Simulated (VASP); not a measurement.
# TaF3 (Pm-3m) in VASP: notebook

TaF3 is run at these levels: r2SCAN; tasks: single point.

Everything below comes from runs of VASP 6.6.1. Logs are shortened: lines on timing, memory, paths and dates and some standing lists are left out, and cuts for length are marked.

### Step 1. The cell of the first run

It takes space group Pm-3m (No. 221, cubic). Conventional cell: a = 3.901 Å, b = 3.901 Å, c = 3.901 Å, α = 90.00°, β = 90.00°, γ = 90.00°. Ta (site symmetry m-3m) has 6 F at 1.95 Å within 2.6 Å. Within 2.6 Å of F (site symmetry 4/mmm) lie 2 Ta at 1.95 Å.

### Step 2. Single point, r2SCAN

POSCAR reads:

```
TaF3
1.0
    3.9012000000      0.0000000000      0.0000000000
    0.0000000000      3.9012000000      0.0000000000
    0.0000000000      0.0000000000      3.9012000000
Ta F
1 3
Direct
    0.0000000000      0.0000000000      0.0000000000
    0.5000000000      0.0000000000      0.0000000000
    0.0000000000      0.5000000000      0.0000000000
    0.0000000000      0.0000000000      0.5000000000
```

INCAR.step1 reads:

```
ALGO     = Normal         # electronic algorithm
EDIFF    = 1E-5           # SCF threshold, eV
ENCUT    = 660            # plane-wave cutoff, eV
GGA      = PE             # functional
GGA_COMPAT= F            
ISMEAR   = -1             # smearing method
LASPH    = T              # aspherical terms in the spheres
LCHARG   = F              # write CHGCAR
LREAL    = F              # projectors in reciprocal space
LWAVE    = T              # write WAVECAR
NBANDS   = 24             # bands
NELM     = 120            # most SCF steps
PREC     = Accurate       # precision mode
SIGMA    = 0.1            # smearing width, eV
```

INCAR.step2 reads:

```
ALGO     = Normal         # electronic algorithm
EDIFF    = 1E-6           # SCF threshold, eV
ENCUT    = 660            # plane-wave cutoff, eV
GGA_COMPAT= F            
ISIF     = 2              # what is computed and relaxed
ISMEAR   = -1             # smearing method
ISTART   = 1            
LASPH    = T              # aspherical terms in the spheres
LCHARG   = T              # write CHGCAR
LELF     = T              # ELF
LMIXTAU  = T            
LREAL    = F              # projectors in reciprocal space
LVHAR    = T            
LWAVE    = F              # write WAVECAR
METAGGA  = R2SCAN         # meta-GGA
NBANDS   = 24             # bands
NELM     = 120            # most SCF steps
PREC     = Accurate       # precision mode
SIGMA    = 0.1            # smearing width, eV
```

KPOINTS reads:

```
k-points
0
Gamma
  2 2 2
```

Potentials or basis: VASP PAW PBE potentials, release 64 (Ta_pv, F).

Launch:

```
$ cat potpaw_PBE.64/Ta_pv/POTCAR potpaw_PBE.64/F/POTCAR > POTCAR
$ cp INCAR.step1 INCAR
$ mpirun -np 1 vasp_std > vasp.out
$ cp INCAR.step2 INCAR
$ mpirun -np 1 vasp_std > vasp.out
```

OUTCAR:

```text
EDIFF = 1E-6
   ENCUT = 660
   ISIF = 2
   ISMEAR = -1
   ISTART = 1
   LASPH = T
   LREAL = F
   METAGGA = R2SCAN
   NELM = 120
   PREC = Accurate

 ion  position               nearest neighbor table
   1  0.000  0.000  0.000-   2 1.95   3 1.95   4 1.95   4 1.95   3 1.95   2 1.95
   2  0.500  0.000  0.000-   1 1.95   1 1.95
   3  0.000  0.500  0.000-   1 1.95   1 1.95
   4  0.000  0.000  0.500-   1 1.95   1 1.95

  LATTYP: Found a simple cubic cell.
 ALAT       =     3.9012000000

  Lattice vectors:

 A1 = (   3.9012000000,   0.0000000000,   0.0000000000)
 A2 = (   0.0000000000,   3.9012000000,   0.0000000000)
 A3 = (   0.0000000000,   0.0000000000,   3.9012000000)

Analysis of symmetry for initial positions (statically):
=====================================================================
 Subroutine PRICEL returns:
 Original cell was already a primitive cell.

 Routine SETGRP: Setting up the symmetry group for a
 simple cubic supercell.

 Subroutine GETGRP returns: Found 48 space group operations
 (whereof 48 operations were pure point group operations)
 out of a pool of 48 trial point group operations.

The static configuration has the point symmetry O_h .

Analysis of symmetry for dynamics (positions and initial velocities):
=====================================================================
 Subroutine PRICEL returns:
 Original cell was already a primitive cell.

 Routine SETGRP: Setting up the symmetry group for a
 simple cubic supercell.

 Subroutine GETGRP returns: Found 48 space group operations
 (whereof 48 operations were pure point group operations)
 out of a pool of 48 trial point group operations.

The dynamic configuration has the point symmetry O_h .

 Subroutine INISYM returns: Found 48 space group operations
 (whereof 48 operations are pure point group operations),
 and found     1 'primitive' translations

----------------------------------------------------------------------------------------

                                     Primitive cell

  volume of cell :      59.3738

  direct lattice vectors                    reciprocal lattice vectors
     3.901200000  0.000000000  0.000000000     0.256331385  0.000000000  0.000000000
     0.000000000  3.901200000  0.000000000     0.000000000  0.256331385  0.000000000
     0.000000000  0.000000000  3.901200000     0.000000000  0.000000000  0.256331385

  length of vectors
     3.901200000  3.901200000  3.901200000     0.256331385  0.256331385  0.256331385

  position of ions in fractional coordinates (direct lattice)
     0.000000000  0.000000000  0.000000000
     0.500000000  0.000000000  0.000000000
     0.000000000  0.500000000  0.000000000
     0.000000000  0.000000000  0.500000000

  ion indices of the primitive-cell ions
   primitive index   ion index
                 1           1
                 2           2
                 3           3
                 4           4

----------------------------------------------------------------------------------------

 KPOINTS: k-points

Automatic generation of k-mesh.
 Grid dimensions read from file:
 generate k-points for:    2    2    2

 Generating k-lattice:

  Cartesian coordinates                     Fractional coordinates (reciprocal lattice)
     0.128165693  0.000000000  0.000000000     0.500000000  0.000000000  0.000000000
     0.000000000  0.128165693  0.000000000     0.000000000  0.500000000  0.000000000
     0.000000000  0.000000000  0.128165693     0.000000000  0.000000000  0.500000000

  Length of vectors
     0.128165693  0.128165693  0.128165693

  Shift w.r.t. Gamma in fractional coordinates (k-lattice)
     0.000000000  0.000000000  0.000000000

 Subroutine IBZKPT returns following result:
 ===========================================

 Found      4 irreducible k-points:

 Following reciprocal coordinates:
            Coordinates               Weight
  0.000000  0.000000  0.000000      1.000000
  0.500000  0.000000  0.000000      3.000000
  0.500000  0.500000  0.000000      3.000000
  0.500000  0.500000  0.500000      1.000000
   k-points           NKPTS =      4   k-points in BZ     NKDIM =      4   number of bands    NBANDS=     24
   number of dos      NEDOS =    301   number of ions     NIONS =      4
   total plane-waves  NPLWV =  46656
   dimension x,y,z NGX =    36 NGY =   36 NGZ =   36
   dimension x,y,z NGXF=    72 NGYF=   72 NGZF=   72
   ions per type =               1   3
   NGX,Y,Z   is equivalent  to a cutoff of  15.34, 15.34, 15.34 a.u.
   NGXF,Y,Z  is equivalent  to a cutoff of  30.68, 30.68, 30.68 a.u.
 SYSTEM =  unknown system
   PREC   = accura    normal or accurate (medium, high low for compatibility)
   ISTART =      1    job   : 0-new  1-cont  2-samecut
   ICHARG =      0    charge: 1-file 2-atom 10-const
   ISPIN  =      1    spin polarized calculation?
   LNONCOLLINEAR =      F non collinear calculations
   LSORBIT =      F    spin-orbit coupling
   LASPH  =      T    aspherical Exc in radial PAW
   ENCUT  =  660.0 eV  48.51 Ry    6.96 a.u.   8.17  8.17  8.17*2*pi/ulx,y,z
   NELM   =    120;   NELMIN=  2; NELMDL=  0     # of ELM steps
   EDIFF  = 0.1E-05   stopping-criterion for ELM
   LREAL  =      F    real-space projection
   EDIFFG = 0.1E-04   stopping-criterion for IOM
   NSW    =      0    number of steps for IOM
   IBRION =     -1    ionic relax: 0-MD 1-quasi-New 2-CG
   NFREE  =      0    steps in history (QN), initial steepest desc. (CG)
   ISIF   =      2    stress and relaxation
   ISYM   =      2    0-nonsym 1-usesym 2-fastsym
   POTIM  = 0.5000    time-step for ionic-motion
   TEBEG  =    0.0;   TEEND  =   0.0 temperature during run
   PSTRESS=    0.0 pullay stress
   NELECT =      32.0000    total number of electrons
   NUPDOWN=      -1.0000    fix difference up-down
   EMIN   =  10.00;   EMAX   =-10.00  energy-range for DOS
   EFERMI =   0.00;   METHOD = LEGACY
   ISMEAR =    -1;   SIGMA  =   0.10  broadening in eV -4-tet -1-fermi 0-gaus
   EFERMI_NEDOS =   21; number of points for ismear=-14 and -15
   IALGO  =     38    algorithm
   IMIX   =      4    mixing-type and parameters
     AMIX     =   0.40;   BMIX     =  1.00
     AMIX_MAG =   1.60;   BMIX_MAG =  1.00
  volume/ion in A,a.u.               =      14.84       100.17
  Fermi-wavevector in a.u.,A,eV,Ry     =   1.332273  2.517631 24.149685  1.774952
  Thomas-Fermi vector in A             =   2.461221
   LORBIT       =      0    0 simple, 1 ext, 2 COOP (PROOUT), +10 PAW based schemes
   METAGGA = R2SCAN    functional components
   LHFCALC =     F    Hartree Fock is set to
   AEXX    =    0.0000 exact exchange contribution
   IVDW    =     0    specifies the selected vdW correction
   LEPSILON=     F    determine dielectric tensor
   LRPA    =     F    only Hartree local field effects (RPA)
 non-spin polarized calculation
  energy-cutoff  :      660.00
  volume of cell :       59.37
 maximum number of plane-waves:      2320
 NGX is ok and might be reduce to    36
   NGX = 17   NGY = 17   NGZ = 17

 number of electron      32.0000012 magnetization

 Free energy of the ion-electron system (eV)
  ---------------------------------------------------
  ext. energy  EPLUGINS =         0.00000000
  ---------------------------------------------------
  free energy    TOTEN  =       -67.97678837 eV

  energy without entropy =      -67.88828590  energy(sigma->0) =      -67.93253713

 E-fermi :   4.6692     XC(G=0):  -9.7916

 val. band max:        4.3142825833   @ k =   0.0000   0.0000   0.0000
 cond. band min:       4.8678279773   @ k =   0.5000   0.0000   0.0000
 fundamental gap:      0.5535453940
 Fermi energy:         4.6691836234

 k-point     1 :       0.0000    0.0000    0.0000
  band No.  band energies     occupation
      1     -34.1714      2.00000
      2     -34.1714      2.00000
      3     -34.1714      2.00000
      4     -26.0523      2.00000
      5     -25.7575      2.00000
      6     -25.7575      2.00000
[... 16 lines left out ...]
     23      13.6104      0.00000
     24      13.6104      0.00000

 k-point     2 :       0.5000    0.0000    0.0000
  band No.  band energies     occupation
      1     -34.5613      2.00000
      2     -34.1657      2.00000
      3     -34.1657      2.00000
      4     -25.9464      2.00000
      5     -25.7515      2.00000
      6     -24.6203      2.00000
[... 16 lines left out ...]
     23      13.1303      0.00000
     24      14.7428      0.00000

 k-point     3 :       0.5000    0.5000    0.0000
  band No.  band energies     occupation
      1     -34.5550      2.00000
      2     -34.5550      2.00000
      3     -34.1600      2.00000
      4     -25.8423      2.00000
      5     -24.6145      2.00000
      6     -24.6145      2.00000
[... 16 lines left out ...]
     23      12.1698      0.00000
     24      12.9622      0.00000

 k-point     4 :       0.5000    0.5000    0.5000
  band No.  band energies     occupation
      1     -34.5486      2.00000
      2     -34.5486      2.00000
      3     -34.5486      2.00000
      4     -24.6089      2.00000
      5     -24.6089      2.00000
      6     -24.6089      2.00000
[... 16 lines left out ...]
     23      12.9564      0.00000
     24      12.9564      0.00000

------------------------ aborting loop because EDIFF is reached ----------------------------------------

  FORCE on cell =-STRESS in cart. coord.  units (eV):
  Direction    XX          YY          ZZ          XY          YZ          ZX
  --------------------------------------------------------------------------------------
  -------------------------------------------------------------------------------------
  Total        7.1211039      7.1211039      7.1211039      0.0000000     -0.0000000      0.0000000
  in kB      192.1601176    192.1601176    192.1601176      0.0000000     -0.0000000      0.0000000
  external PRESSURE =     192.1601176 kB  Pullay stress =       0.0000000 kB

 VOLUME and BASIS-vectors are now :
 -----------------------------------------------------------------------------
  energy-cutoff  :      660.00
  volume of cell :       59.37
      direct lattice vectors                 reciprocal lattice vectors
     3.901200000  0.000000000  0.000000000     0.256331385  0.000000000  0.000000000
     0.000000000  3.901200000  0.000000000     0.000000000  0.256331385  0.000000000
     0.000000000  0.000000000  3.901200000     0.000000000  0.000000000  0.256331385

 POSITION                                       TOTAL-FORCE (eV/Angst)
 -----------------------------------------------------------------------------------
      0.00000      0.00000      0.00000         0.000000      0.000000      0.000000
      1.95060      0.00000      0.00000         0.000000      0.000000      0.000000
      0.00000      1.95060      0.00000         0.000000      0.000000      0.000000
      0.00000      0.00000      1.95060         0.000000      0.000000      0.000000
 -----------------------------------------------------------------------------------
    total drift:                                0.000000      0.000000     -0.000000

  FREE ENERGIE OF THE ION-ELECTRON SYSTEM (eV)
  ---------------------------------------------------
  free  energy   TOTEN  =       -67.9767883708 eV

  energy  without entropy=      -67.8882858977  energy(sigma->0) =      -67.93253713
```

Run time: 74 s. Hardware: 1 thread of Intel Xeon 8259CL, shared host; peak memory 0.22 GiB.

What came out:

```yaml
Free_energy: -67.9768 eV
Pressure: 19.2 GPa
Band_gap_on_the_k_mesh: zero (bands 16 and 17 overlap by 3.03 eV)
```

Caveat: the k points lie up to 0.81 Å⁻¹ apart, too coarse for converged energies and pressures of a metal; the PAW data sets were made with another functional, which shifts forces and pressure a little; spin-orbit coupling is left out, which moves the levels of the heavy elements.

(Continued in part 2 of 2.)
